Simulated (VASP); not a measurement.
Sn8O15 (a cell with a defect), 23 atoms in the cell. The cell holds a defect, 23 atoms: a = 7.785 Å, b = 7.068 Å, c = 7.449 Å, α = 64.80°, β = 55.23°, γ = 59.97°. 

```yaml
Program: VASP 6.6.1
Task: single point
Functional: r2SCAN
Potentials_or_basis: VASP PAW PBE potentials, release 64 (Sn_d, O)
Cutoff: 520 eV
k_mesh: 2 × 2 × 2
Occupations: gaussian, width 0.05 eV
Spin: no spin polarisation
Dipole_correction: no
Charge: -2
Further_INCAR_settings: LREAL = Auto; ALGO = Normal; EDIFF = 1e-06; NBANDS = 118; NELECT = 204.0
```

Potentials or basis: VASP PAW PBE potentials, release 64 (Sn_d, O).

Command:

```console
$ cat potpaw_PBE.64/Sn_d/POTCAR potpaw_PBE.64/O/POTCAR > POTCAR
$ cp INCAR.step1 INCAR
$ mpirun -np 1 vasp_std > vasp.out
$ cp INCAR.step2 INCAR
$ mpirun -np 1 vasp_std > vasp.out
```

Hardware: 1 thread of Intel(R) Xeon(R) 6975P-C (Granite Rapids), on a shared host.

**Question.** Estimate the wall time of this run.

**Answer.** Run time: 18 min on 1 thread of Intel(R) Xeon(R) 6975P-C (Granite Rapids), on a shared host, peak memory 0.55 GiB. Counts: k points 8.
